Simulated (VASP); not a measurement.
Here is a VASP 6.6.1 calculation.

INCAR

```
SYSTEM = CsCdCl3
PREC = Accurate
ENCUT = 520
EDIFF = 1E-7
ISMEAR = 0
SIGMA = 0.05
LREAL = .False.
LASPH = .True.
NELM = 60
ALGO = Normal
ISIF = 2
LWAVE = .False.
LCHARG = .False.
NBANDS = 29
```

Contents of KPOINTS:

```
Automatic mesh
0
Gamma
  6 6 6
  0 0 0
```

Contents of POSCAR:

```
CsCdCl3
1.0
    5.2000000000      0.0000000000      0.0000000000
    0.0000000000      5.3040000000      0.0000000000
    0.0000000000      0.0000000000      5.2000000000
Cs Cd Cl
1 1 3
Direct
    0.0000000000      0.0000000000      0.0000000000
    0.5000000000      0.5000000000      0.5000000000
    0.0000000000      0.5000000000      0.5000000000
    0.5000000000      0.0000000000      0.5000000000
    0.5000000000      0.5000000000      0.0000000000
```

Potentials or basis: VASP PAW LDA potentials, release 64 (Cs_sv, Cd, Cl).

Run with:

```console
$ cat potpaw_LDA.64/Cs_sv/POTCAR potpaw_LDA.64/Cd/POTCAR potpaw_LDA.64/Cl/POTCAR > POTCAR
$ mpirun -np 1 vasp_std > vasp.out
```

Task: Estimate the pressure.

Result: -2.3 GPa.

Task: What does it give for the band gap on the k mesh?

Result: 1.47 eV, indirect (least direct gap 2.04 eV).

Stress tensor (GPa, compression positive):
```
-2.06  0.00  0.00
 0.00 -2.80  0.00
 0.00  0.00 -2.06
```

Caveat: the cell differs from its parent crystal (strain +0.0200 x Voigt [0, 1, 0, 0, 0, 0]); spin-orbit coupling is left out, which moves the levels of the heavy elements. A k mesh can miss the band edges.
